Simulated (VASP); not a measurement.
# BN (P1) in VASP: single point with PBEsol

Aim: the single point of BN with PBEsol.

Everything below comes from runs of VASP 6.6.1. Logs are shortened: lines on timing, memory, paths and dates and some standing lists are left out, and cuts for length are marked.

**1. The cell of the first run**

The typed cell holds 2 atoms: a = 3.669 Å, b = 3.669 Å, c = 3.669 Å, α = 39.87°, β = 39.87°, γ = 39.87°.

**2. Single point, PBEsol (all N atoms moved +0.263 Å, as atom 2 along Cartesian [1 1 0])**

Input file INCAR:

```
SYSTEM = BN
ALGO = Normal ; EDIFF = 1E-6
ENCUT = 520 ; GGA = PS
ISIF = 2 ; ISMEAR = 0
LASPH = .True. ; LCHARG = .False.
LREAL = .False. ; LWAVE = .False.
NBANDS = 11 ; NELM = 60
PREC = Accurate ; SIGMA = 0.05
```

Input file KPOINTS:

```
k-points
0
Gamma
  12 12 12
  0 0 0
```

Input file POSCAR:

```
BN
1.0
    1.2511217832      0.7223354983      3.3729344033
   -1.2511217832      0.7223354983      3.3729344033
    0.0000000000     -1.4446709967      3.3729344033
B N
1 1
Direct
    0.9996712000      0.9996712000      0.9996712000
    0.4497690771      0.3014097946      0.2471065283
```

Potentials or basis: VASP PAW PBE potentials, release 64 (B, N).

The run is started by

```bash
> cat potpaw_PBE.64/B/POTCAR potpaw_PBE.64/N/POTCAR > POTCAR
> mpirun -np 1 vasp_std > vasp.out
```

OUTCAR:

```text
SYSTEM = BN
   EDIFF = 1E-6
   ENCUT = 520
   GGA = PS
   ISIF = 2
   ISMEAR = 0
   LASPH = .True.
   LREAL = .False.
   NELM = 60
   PREC = Accurate

 ion  position               nearest neighbor table
   1  1.000  1.000  1.000-   2 1.19   2 1.53   2 1.64
   2  0.450  0.301  0.247-   1 1.19   1 1.53   1 1.64

  LATTYP: Found a trigonal (rhomboedric) cell.
 ALAT       =     3.6692997666
 COS(alpha) =     0.7674786796

  Lattice vectors:

 A1 = (   1.2511217832,   0.7223354983,   3.3729344033)
 A2 = (  -1.2511217832,   0.7223354983,   3.3729344033)
 A3 = (   0.0000000000,  -1.4446709967,   3.3729344033)

Analysis of symmetry for initial positions (statically):
=====================================================================
 Subroutine PRICEL returns:
 Original cell was already a primitive cell.

 Routine SETGRP: Setting up the symmetry group for a
 trigonal (rhombohedral) supercell.

 Subroutine GETGRP returns: Found  1 space group operations
 (whereof  1 operations were pure point group operations)
 out of a pool of 12 trial point group operations.

The static configuration has the point symmetry C_1 .

Analysis of symmetry for dynamics (positions and initial velocities):
=====================================================================
 Subroutine PRICEL returns:
 Original cell was already a primitive cell.

 Routine SETGRP: Setting up the symmetry group for a
 trigonal (rhombohedral) supercell.

 Subroutine GETGRP returns: Found  1 space group operations
 (whereof  1 operations were pure point group operations)
 out of a pool of 12 trial point group operations.

The dynamic configuration has the point symmetry C_1 .

 Subroutine INISYM returns: Found  1 space group operations
 (whereof  1 operations are pure point group operations),
 and found     1 'primitive' translations

----------------------------------------------------------------------------------------

                                     Primitive cell

  volume of cell :      18.2893

  direct lattice vectors                    reciprocal lattice vectors
     1.251121783  0.722335498  3.372934403     0.399641351  0.230733042  0.098825916
    -1.251121783  0.722335498  3.372934403    -0.399641351  0.230733042  0.098825916
     0.000000000 -1.444670997  3.372934403     0.000000000 -0.461466083  0.098825916

  length of vectors
     3.669299767  3.669299767  3.669299767     0.471929558  0.471929558  0.471929558

  position of ions in fractional coordinates (direct lattice)
     0.999671200  0.999671200  0.999671200
[... 87 lines left out ...]
   TEBEG  =    0.0;   TEEND  =   0.0 temperature during run
   PSTRESS=    0.0 pullay stress
   NELECT =       8.0000    total number of electrons
   NUPDOWN=      -1.0000    fix difference up-down
   EMIN   =  10.00;   EMAX   =-10.00  energy-range for DOS
   EFERMI =   0.00;   METHOD = LEGACY
   ISMEAR =     0;   SIGMA  =   0.05  broadening in eV -4-tet -1-fermi 0-gaus
   EFERMI_NEDOS =   21; number of points for ismear=-14 and -15
   IALGO  =     38    algorithm
   IMIX   =      4    mixing-type and parameters
     AMIX     =   0.40;   BMIX     =  1.00
     AMIX_MAG =   1.60;   BMIX_MAG =  1.00
  volume/ion in A,a.u.               =       9.14        61.71
  Fermi-wavevector in a.u.,A,eV,Ry     =   1.242717  2.348395 21.012099  1.544346
  Thomas-Fermi vector in A             =   2.377059
   LORBIT       =      0    0 simple, 1 ext, 2 COOP (PROOUT), +10 PAW based schemes
   GGA     = PS    functional components
   LHFCALC =     F    Hartree Fock is set to
   AEXX    =    0.0000 exact exchange contribution
   IVDW    =     0    specifies the selected vdW correction
   LEPSILON=     F    determine dielectric tensor
   LRPA    =     F    only Hartree local field effects (RPA)
 non-spin polarized calculation
 Gauss-broadening in eV      SIGMA  =   0.05
  energy-cutoff  :      520.00
  volume of cell :       18.29
 maximum number of plane-waves:       517
   NGX = 13   NGY = 13   NGZ = 13

 number of electron       7.9999999 magnetization

 Free energy of the ion-electron system (eV)
  ---------------------------------------------------
  ext. energy  EPLUGINS =         0.00000000
  ---------------------------------------------------
  free energy    TOTEN  =       -16.46808792 eV

  energy without entropy =      -16.46808792  energy(sigma->0) =      -16.46808792

 E-fermi :   3.5537     XC(G=0): -10.1470

 val. band max:        3.2868492015   @ k =   0.0000   0.0000   0.0000
 cond. band min:       5.0644070027   @ k =  -0.0000   0.5000   0.5000
 fundamental gap:      1.7775578012
 Fermi energy:         3.5537200732

 k-point     1 :       0.0000    0.0000    0.0000
  band No.  band energies     occupation
      1     -15.7820      2.00000
      2      -2.4278      2.00000
      3      -1.9465      2.00000
      4       3.2868      2.00000
      5       6.9785      0.00000
      6      10.5868      0.00000
      7      15.2400      0.00000
      8      15.6484      0.00000
      9      19.4018      0.00000
     10      27.2521      0.00000
     11      27.8251      0.00000
[... 309 lines left out ...]
 k-point    24 :      -0.1667   -0.0000   -0.0833
  band No.  band energies     occupation
      1     -15.4070      2.00000
      2      -2.8179      2.00000
      3      -2.0582      2.00000
      4       2.0795      2.00000
      5       7.8388      0.00000
      6      11.6514      0.00000
      7      13.9542      0.00000
      8      15.7931      0.00000
      9      19.7019      0.00000
     10      25.8120      0.00000
     11      28.2252      0.00000

 [... further k-points ...]

------------------------ aborting loop because EDIFF is reached ----------------------------------------

  FORCE on cell =-STRESS in cart. coord.  units (eV):
  Direction    XX          YY          ZZ          XY          YZ          ZX
  --------------------------------------------------------------------------------------
  -------------------------------------------------------------------------------------
  Total        9.5382485      1.9237769      0.0378926      4.9352024      0.0080560      0.0230821
  in kB      835.5674745    168.5262697      3.3194613    432.3324748      0.7057232      2.0220307
  external PRESSURE =     335.8044018 kB  Pullay stress =       0.0000000 kB

 VOLUME and BASIS-vectors are now :
 -----------------------------------------------------------------------------
  energy-cutoff  :      520.00
  volume of cell :       18.29
      direct lattice vectors                 reciprocal lattice vectors
     1.251121783  0.722335498  3.372934403     0.399641351  0.230733042  0.098825916
    -1.251121783  0.722335498  3.372934403    -0.399641351  0.230733042  0.098825916
     0.000000000 -1.444670997  3.372934403     0.000000000 -0.461466083  0.098825916

 POSITION                                       TOTAL-FORCE (eV/Angst)
 -----------------------------------------------------------------------------------
      0.00000     -0.00000     10.11548        13.977944      8.514851      0.008279
      0.18562      0.18562      3.36715       -13.977944     -8.514851     -0.008279
 -----------------------------------------------------------------------------------
    total drift:                                0.000016      0.000003     -0.000057

  FREE ENERGIE OF THE ION-ELECTRON SYSTEM (eV)
  ---------------------------------------------------
  free  energy   TOTEN  =       -16.4680879209 eV

  energy  without entropy=      -16.4680879209  energy(sigma->0) =      -16.46808792
```

stdout:

```text
POSCAR found type information on POSCAR B N
 POSCAR found :  2 types and       2 ions
 scaLAPACK will be used
 -----------------------------------------------------------------------------
|                                                                             |
|                                                                             |
|     You enforced a specific xc type in the INCAR file but a different       |
|     I HOPE YOU KNOW WHAT YOU ARE DOING!                                     |
|                                                                             |
 -----------------------------------------------------------------------------

 LDA part: xc-table for (Slater+PW92), standard interpolation
 POSCAR, INCAR and KPOINTS ok, starting setup
 FFT: planning ... GRIDC
 FFT: planning ... GRID_SOFT
 FFT: planning ... GRID
 WAVECAR not read
 entering main loop
```

Run time: 1.8 min. Hardware: 1 thread of Intel Xeon 6975P-C (Granite Rapids), shared host; peak memory 0.29 GiB.

Results:

| Quantity | Value |
| --- | --- |
| Free energy | -16.4681 eV |
| Pressure | 33.6 GPa |
| Largest force | 16.367 eV/Å |
| Band gap on the k mesh | 1.78 eV (least direct gap 3.69 eV) |

Forces in eV/Å, atoms in the order of the input:
```
B    13.978   8.515   0.008
N   -13.978  -8.515  -0.008
```

Levels at points of the mesh, in eV from the valence-band top:
| k point | band 1 | band 2 | band 3 | band 4 | band 5 | band 6 | band 7 | band 8 | band 9 |
| --- | --- | --- | --- | --- | --- | --- | --- | --- | --- |
| (0.00, 0.00, 0.00) | -19.07 | -5.71 | -5.23 | 0.00 | 3.69 | 7.30 | 11.95 | 12.36 | 16.12 |
| (0.50, 0.00, 0.00) | -16.48 | -10.28 | -4.25 | -1.62 | 2.90 | 8.89 | 11.05 | 13.45 | 19.17 |
| (0.00, 0.50, 0.00) | -16.13 | -10.11 | -4.88 | -2.49 | 4.61 | 6.54 | 11.52 | 13.42 | 17.86 |
| (0.00, 0.00, 0.50) | -15.91 | -9.86 | -6.09 | -2.84 | 5.50 | 7.46 | 11.66 | 13.54 | 17.17 |
| (0.50, 0.50, 0.00) | -15.84 | -9.74 | -6.12 | -3.40 | 4.42 | 7.36 | 12.61 | 15.87 | 17.29 |
| (0.50, 0.00, 0.50) | -16.06 | -10.00 | -4.91 | -3.04 | 3.56 | 6.44 | 12.75 | 16.03 | 17.51 |
| (0.00, 0.50, 0.50) | -16.43 | -10.15 | -4.31 | -2.10 | 1.78 | 8.89 | 12.74 | 15.20 | 18.86 |
| (0.50, 0.50, 0.50) | -18.81 | -7.64 | -5.21 | -0.02 | 7.18 | 8.68 | 10.02 | 15.21 | 15.48 |

Caveat: the cell differs from its parent crystal (all N atoms moved +0.263 Å, as atom 2 along Cartesian [1 1 0]); the stress differs along the axes, from 0 to 84 GPa; the PAW data sets were made with another functional, which shifts forces and pressure a little. A k mesh can miss the band edges.
